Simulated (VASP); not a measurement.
# Co (P6_3/mmc) in VASP: further runs, part 2 of 2

VASP 6.6.1.

## (5) Single point, PBEsol, collinear spin, ferromagnetic start

The input, INCAR:

```
SYSTEM = Co
ALGO = Normal ; EDIFF = 1E-7
ENCUT = 520 ; GGA = PS
ISIF = 2 ; ISMEAR = 0
ISPIN = 2 ; LASPH = .TRUE.
LCHARG = .FALSE. ; LMAXMIX = 4
LORBIT = 11 ; LREAL = .FALSE.
LWAVE = .FALSE. ; MAGMOM = 1.78 1.78
NBANDS = 20 ; NELM = 150
PREC = Accurate ; SIGMA = 0.1
```

The input, KPOINTS:

```
k-points
0
G
  18 18 10
  0 0 0
```

The input, POSCAR:

```
Co
1.0
    2.4564222732      0.0000000000      0.0000000000
   -1.2282111366      2.1273240910      0.0000000000
    0.0000000000      0.0000000000      3.9694135544
Co
2
Direct
    0.3333333333      0.6666666667      0.2500000000
    0.6666666667      0.3333333333      0.7500000000
```

Potentials or basis: VASP PAW PBE potentials, release 64 (Co).

The run is started by

```sh
$ cat potpaw_PBE.64/Co/POTCAR > POTCAR
$ mpirun -np 1 vasp_std > vasp.out
```

OUTCAR:

```text
SYSTEM = Co
   EDIFF = 1E-7
   ENCUT = 520
   GGA = PS
   ISIF = 2
   ISMEAR = 0
   ISPIN = 2
   LASPH = .TRUE.
   LORBIT = 11
   LREAL = .FALSE.
   NELM = 150
   PREC = Accurate

 ion  position               nearest neighbor table
   1  0.333  0.667  0.250-   2 2.44   2 2.44   2 2.44   2 2.44   2 2.44   2 2.44
   2  0.667  0.333  0.750-   1 2.44   1 2.44   1 2.44   1 2.44   1 2.44   1 2.44

  LATTYP: Found a hexagonal cell.
 ALAT       =     2.4564222732
 C/A-ratio  =     1.6159328946

  Lattice vectors:

 A1 = (   2.4564222732,   0.0000000000,   0.0000000000)
 A2 = (  -1.2282111366,   2.1273240910,   0.0000000000)
[... 1322 lines left out ...]
 VOLUME and BASIS-vectors are now :
 -----------------------------------------------------------------------------
  energy-cutoff  :      520.00
  volume of cell :       20.74
      direct lattice vectors                 reciprocal lattice vectors
     2.456422273  0.000000000  0.000000000     0.407096130  0.235037060  0.000000000
    -1.228211137  2.127324091  0.000000000     0.000000000  0.470074120  0.000000000
     0.000000000  0.000000000  3.969413554     0.000000000  0.000000000  0.251926383

 POSITION                                       TOTAL-FORCE (eV/Angst)
 -----------------------------------------------------------------------------------
     -0.00000      1.41822      0.99235         0.000000     -0.000000      0.000000
      1.22821      0.70911      2.97706        -0.000000      0.000000      0.000000
 -----------------------------------------------------------------------------------
    total drift:                               -0.000000     -0.000000     -0.000000

  FREE ENERGIE OF THE ION-ELECTRON SYSTEM (eV)
  ---------------------------------------------------
  free  energy   TOTEN  =       -15.4783772996 eV

  energy  without entropy=      -15.4698293750  energy(sigma->0) =      -15.47410334

 total charge

# of ion       s       p       d       tot
------------------------------------------
    1        0.508   0.565   7.290   8.363
    2        0.508   0.565   7.290   8.363
--------------------------------------------------
tot          1.016   1.130  14.580  16.726

 magnetization (x)

# of ion       s       p       d       tot
------------------------------------------
    1       -0.015  -0.053   1.644   1.576
    2       -0.015  -0.053   1.644   1.576
--------------------------------------------------
tot         -0.031  -0.105   3.288   3.152
```

OSZICAR:

```text
N       E                     dE             d eps       ncg     rms          rms(c)
DAV:   1     0.830078865096E+02    0.83008E+02   -0.78583E+03 18904   0.120E+03
DAV:   2    -0.133604127911E+02   -0.96368E+02   -0.86546E+02 18000   0.217E+02
DAV:   3    -0.179218468753E+02   -0.45614E+01   -0.43601E+01 20048   0.569E+01
DAV:   4    -0.179917024288E+02   -0.69856E-01   -0.69793E-01 21552   0.619E+00
DAV:   5    -0.179938003698E+02   -0.20979E-02   -0.20978E-02 20688   0.103E+00    0.165E+01
DAV:   6    -0.159162804471E+02    0.20775E+01   -0.80088E+00 20184   0.596E+01    0.707E+00
DAV:   7    -0.155202408695E+02    0.39604E+00   -0.12243E+00 21280   0.210E+01    0.395E+00
DAV:   8    -0.154960108076E+02    0.24230E-01   -0.15806E-02 24140   0.117E+00    0.185E+00
DAV:   9    -0.154789894702E+02    0.17021E-01   -0.22963E-03 30088   0.886E-01    0.565E-01
DAV:  10    -0.154784633423E+02    0.52613E-03   -0.71475E-04 24148   0.377E-01    0.993E-02
DAV:  11    -0.154783869086E+02    0.76434E-04   -0.33426E-05 26672   0.629E-02    0.304E-02
DAV:  12    -0.154783788788E+02    0.80299E-05   -0.46357E-06 20664   0.181E-02    0.176E-02
DAV:  13    -0.154783777781E+02    0.11007E-05   -0.21007E-06 26960   0.173E-02    0.852E-03
DAV:  14    -0.154783774659E+02    0.31223E-06   -0.19281E-07 18972   0.480E-03    0.131E-03
DAV:  15    -0.154783772451E+02    0.22080E-06   -0.12426E-08  9436   0.162E-03    0.144E-03
DAV:  16    -0.154783772996E+02   -0.54552E-07   -0.32450E-09  9208   0.853E-04
   1 F= -.15478377E+02 E0= -.15474103E+02  d E =-.854792E-02  mag=     3.1366
```

stdout:

```text
POSCAR found type information on POSCAR Co
 POSCAR found :  1 types and       2 ions
 scaLAPACK will be used
 -----------------------------------------------------------------------------
|                                                                             |
|                                                                             |
|     You enforced a specific xc type in the INCAR file but a different       |
|     I HOPE YOU KNOW WHAT YOU ARE DOING!                                     |
|                                                                             |
 -----------------------------------------------------------------------------

 LDA part: xc-table for (Slater+PW92), standard interpolation
 POSCAR, INCAR and KPOINTS ok, starting setup
 FFT: planning ... GRIDC
 FFT: planning ... GRID_SOFT
 FFT: planning ... GRID
 WAVECAR not read
 entering main loop
```

Wall time 3.5 min (1 thread of Intel Xeon 8259CL, shared host); peak memory 0.24 GiB.

Results:

```yaml
Free_energy: -15.4784 eV
Pressure: -0.9 GPa
Net_moment: 3.14 μB per cell
Site_moments: Co +1.58 μB
Valence_electrons_inside_the_program's_atomic_spheres: Co 8.36
```

Stress tensor (GPa, compression positive):
```
-0.84  0.00  0.00
 0.00 -0.84  0.00
 0.00  0.00 -0.97
```

Caveat: the PAW data sets were made with another functional, which shifts forces and pressure a little.

## (6) Relaxation of cell and atoms, PBEsol, collinear spin, ferromagnetic start

This run uses another cell than the first one, of 11.24 Å³/atom.

The input, INCAR:

```
PREC = Accurate
ENCUT = 600
EDIFF = 1E-6
ISMEAR = 0
SIGMA = 0.1
LREAL = F
LASPH = T
NELM = 150
ALGO = Normal
ISIF = 3
LWAVE = F
LCHARG = F
ISPIN = 2
MAGMOM = 1.94 1.94
LORBIT = 11
LMAXMIX = 4
GGA = PS
IBRION = 2
NSW = 100
EDIFFG = -0.05
```

The input, KPOINTS:

```
Automatic mesh
0
Gamma
  12 12 6
```

The input, POSCAR:

```
Co
1.0
    2.5190008694      0.0000000000      0.0000000000
   -1.2595004347      2.1815187451      0.0000000000
    0.0000000000      0.0000000000      4.0910000000
Co
2
Direct
    0.3333333333      0.6666666667      0.2500000000
    0.6666666667      0.3333333333      0.7500000000
```

Potentials or basis: VASP PAW PBE potentials, release 64 (Co).

The run is started by

```sh
$ cat potpaw_PBE.64/Co/POTCAR > POTCAR
$ mpirun -np 1 vasp_std > vasp.out
```

It took 5 min on 1 thread of Intel Xeon 8259CL, shared host; peak memory 0.19 GiB.

It converged, with:

| Property | Result |
| --- | --- |
| Free energy | -15.4715 eV |
| Relaxed volume | 10.28 Å³/atom |
| Relaxed cell | a = 2.452 Å, b = 2.452 Å, c = 3.949 Å, α = 90.00°, β = 90.00°, γ = 120.00° |
| Space group after relaxing (to 0.1 Å) | P6_3/mmc (No. 194) |
| Energy gained by relaxing | 50.7 meV/atom |
| Ionic steps | 6 |
| Pressure after relaxing | 0.5 GPa |
| Net moment | 3.05 μB per cell |
| Site moments | Co +1.53 μB |
| Valence electrons inside the program's atomic spheres | Co 8.38 |

Step by step:
```csv
step,energy change (eV),largest force (eV/Å),pressure (GPa),volume (Å³)
1,0.0000,0.0000,-16.07,22.48
2,0.0076,0.0000,24.21,19.01
3,-0.1010,0.0000,-0.35,20.64
4,-0.1010,0.0000,-0.02,20.60
5,-0.1010,0.0000,0.39,20.57
6,-0.1015,0.0000,0.45,20.57
```

Final structure:
```
CELL_PARAMETERS angstrom
2.45218 0.00000 0.00000
-1.22609 2.12365 0.00000
0.00000 0.00000 3.94906
ATOMIC_POSITIONS crystal
Co 0.33333 0.66667 0.25000
Co 0.66667 0.33333 0.75000
```

Levels at points of the mesh, in eV from the Fermi level:
Spin up:
```tsv
k point	band 7	band 8	band 9	band 10	band 11	band 12	band 13	band 14
(0.00, 0.00, 0.00)	-2.27	-1.90	-1.90	-0.68	-0.68	-0.10	6.91	22.33
(0.50, 0.00, 0.00)	-2.17	-0.56	-0.42	-0.39	1.47	3.59	10.13	10.83
(0.00, 0.00, 0.50)	-2.70	-2.70	-1.02	-1.02	-1.02	-1.02	15.73	15.73
(0.50, 0.00, 0.50)	-0.98	-0.98	-0.45	-0.45	1.67	1.67	7.75	7.75
```
Spin down:
```tsv
k point	band 4	band 5	band 6	band 7	band 8	band 9	band 10	band 11
(0.00, 0.00, 0.00)	-1.08	-1.07	-0.68	-0.68	-0.25	-0.25	-0.08	1.08
(0.50, 0.00, 0.00)	-1.96	-1.27	-1.13	-0.68	1.22	1.38	1.40	2.69
(0.00, 0.00, 0.50)	-1.66	-1.16	-1.16	-1.16	-1.16	0.72	0.72	0.72
(0.50, 0.00, 0.50)	-2.58	-0.12	-0.12	0.25	0.25	1.33	1.33	2.33
```

Caveat: the PAW data sets were made with another functional, which shifts forces and pressure a little.

## (7) Single point, PBEsol, collinear spin, ferromagnetic start

The input, INCAR:

```
SYSTEM = Co
ALGO = Normal
EDIFF = 1E-6
ENCUT = 520
GGA = PS
ISIF = 2
ISMEAR = 0
ISPIN = 2
LASPH = .TRUE.
LCHARG = .FALSE.
LMAXMIX = 4
LORBIT = 11
LREAL = .FALSE.
LWAVE = .FALSE.
MAGMOM = 1.8 1.8
NBANDS = 20
NELM = 150
PREC = Accurate
SIGMA = 0.15
```

The input, KPOINTS:

```
k-points
0
G
  30 30 16
  0 0 0
```

The input, POSCAR:

```
Co
1.0
    2.4564223054      0.0000000000      0.0000000000
   -1.2282111527      2.1273241189      0.0000000000
    0.0000000000      0.0000000000      3.9694136133
Co
2
Direct
    0.3333333333      0.6666666667      0.2500000000
    0.6666666667      0.3333333333      0.7500000000
```

The run is started by

```sh
$ cat potpaw_PBE.64/Co/POTCAR > POTCAR
$ mpirun -np 1 vasp_std > vasp.out
```

It took 10 min on 1 thread of Oxide Virtual Turin-like, shared host; peak memory 0.48 GiB.

The run converged. Its results:

| Item | Value |
| --- | --- |
| Free energy | -15.4827 eV |
| Pressure | -1.0 GPa |
| Net moment | 3.13 μB per cell |
| Site moments | Co +1.57 μB |
| Valence electrons inside the program's atomic spheres | Co 8.36 |

Stress tensor (GPa, compression positive):
```
-0.92  0.00  0.00
 0.00 -0.92  0.00
 0.00  0.00 -1.01
```

Levels at points of the mesh, in eV from the Fermi level:
Spin up:
```tsv
k point	band 9	band 10	band 11	band 12	band 13	band 14
(0.00, 0.00, 0.00)	-1.90	-0.71	-0.71	-0.14	6.77	22.30
(0.50, 0.00, 0.00)	-0.47	-0.41	1.44	3.54	10.02	10.72
(0.00, 0.00, 0.50)	-1.05	-1.05	-1.05	-1.05	15.53	15.53
(0.50, 0.00, 0.50)	-0.48	-0.48	1.64	1.64	7.67	7.67
```
Spin down:
```tsv
k point	band 3	band 4	band 5	band 6	band 7	band 8	band 9	band 10	band 11	band 12
(0.00, 0.00, 0.00)	-1.06	-1.05	-1.05	-0.65	-0.65	-0.21	-0.21	-0.12	1.10	1.10
(0.50, 0.00, 0.00)	-3.47	-1.93	-1.22	-1.11	-0.67	1.24	1.38	1.41	2.68	4.53
(0.00, 0.00, 0.50)	-1.64	-1.64	-1.12	-1.12	-1.12	-1.12	0.74	0.74	0.74	0.74
(0.50, 0.00, 0.50)	-2.54	-2.54	-0.09	-0.09	0.26	0.26	1.34	1.34	2.32	2.32
```

Caveat: the PAW data sets were made with another functional, which shifts forces and pressure a little.

## (8) Overview

| task | potentials or basis | cell | k mesh | cutoff (eV) | smearing | gap on the mesh (eV) | pressure (GPa) | moment (μB) |
| --- | --- | --- | --- | --- | --- | --- | --- | --- |
| single point | VASP PAW PBE potentials, release 64 (Co_sv) | a = 2.458, b = 2.458, c = 3.961 Å, angles 90.0, 90.0, 120.0°, 2 atoms, atomic positions A | 12 × 12 × 6 | 600 | gaussian 0.1 eV | none | -4.4 | 3.10 |
| single point | VASP PAW PBE potentials, release 64 (Co) | a = 2.456, b = 2.456, c = 3.969 Å, angles 90.0, 90.0, 120.0°, 2 atoms, atomic positions A | 18 × 18 × 8 | 520 | gaussian 0.15 eV | none | -0.8 | 3.14 |
| single point | VASP PAW PBE potentials, release 64 (Co) | a = 2.456, b = 2.456, c = 7.939 Å, angles 90.0, 90.0, 120.0°, 4 atoms, atomic positions B | 18 × 18 × 4 | 520 | gaussian 0.15 eV | none | -0.9 | 6.27 |
| single point | VASP PAW PBE potentials, release 64 (Co) | a = 2.456, b = 2.456, c = 3.969 Å, angles 90.0, 90.0, 120.0°, 2 atoms, atomic positions A | 18 × 18 × 10 | 520 | gaussian 0.1 eV | none | -0.9 | 3.14 |
| relaxation of cell and atoms | VASP PAW PBE potentials, release 64 (Co) | relaxed from a = 2.519, b = 2.519, c = 4.091 Å, angles 90.0, 90.0, 120.0°, 2 atoms, atomic positions A | 12 × 12 × 6 | 600 | gaussian 0.1 eV | none | 0.5 | 3.05 |
| single point | VASP PAW PBE potentials, release 64 (Co) | a = 2.456, b = 2.456, c = 3.969 Å, angles 90.0, 90.0, 120.0°, 2 atoms, atomic positions A | 30 × 30 × 16 | 520 | gaussian 0.15 eV | none | -1.0 | 3.13 |

Alike in all rows: level PBEsol; spin collinear, ferromagnetic start.

Caveats: the PAW data sets were made with another functional, which shifts forces and pressure a little; the cell stands under tension (at least some runs).

Absolute energies hang on the potentials; compare differences alone.
